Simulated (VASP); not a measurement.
Wanted: the native input for a VASP 6.6.1 run.

* Task: single point
* Functional: LDA
* Potentials or basis: VASP PAW LDA potentials, release 64 (Li_sv, Se)
* Cutoff: 750 eV
* k mesh: 9 × 9 × 9
* Occupations: fermi-dirac, width 0.03 eV
* Spin: no spin polarisation
* Dipole correction: no
* Further INCAR settings: ALGO = Normal; EDIFF = 1e-06; NBANDS = 13

The structure of Li2Se lies in POSCAR:

```
Li2Se
1.0
    0.0000000000      3.0420111100      3.0420111100
    3.0420111100      0.0000000000      3.0420111100
    3.0420111100      3.0420111100      0.0000000000
Li Se
2 1
Direct
    0.2500000000      0.2500000000      0.2500000000
    0.7500000000      0.7500000000      0.7500000000
    0.0000000000      0.0000000000      0.0000000000
```

This cell differs from its parent crystal: volume scaled by 1.04.

One way to write it, as run:

INCAR

```
PREC     = Accurate       # precision mode
ENCUT    = 750            # plane-wave cutoff, eV
EDIFF    = 1E-6           # SCF threshold, eV
ISMEAR   = -1             # smearing method
SIGMA    = 0.03           # smearing width, eV
LREAL    = False          # projectors in reciprocal space
LASPH    = True           # aspherical terms in the spheres
NELM     = 120            # most SCF steps
ALGO     = Normal         # electronic algorithm
ISIF     = 2              # what is computed and relaxed
LWAVE    = False          # write WAVECAR
LCHARG   = False          # write CHGCAR
NBANDS   = 13             # bands
GGA_COMPAT= False
```

KPOINTS

```
regular mesh
0
Gamma
  9 9 9
```

Potentials or basis: VASP PAW LDA potentials, release 64 (Li_sv, Se).

The run is started by

```console
$ cat potpaw_LDA.64/Li_sv/POTCAR potpaw_LDA.64/Se/POTCAR > POTCAR
$ mpirun -np 1 vasp_std > vasp.out
```

Results of the run:

The pressure is -3.6 GPa and the band gap on the k mesh is 2.91 eV, indirect (least direct gap 3.05 eV).

It took 18 s on 1 thread of Intel(R) Xeon(R) 6975P-C (Granite Rapids), on a shared host, peak memory 0.21 GiB.
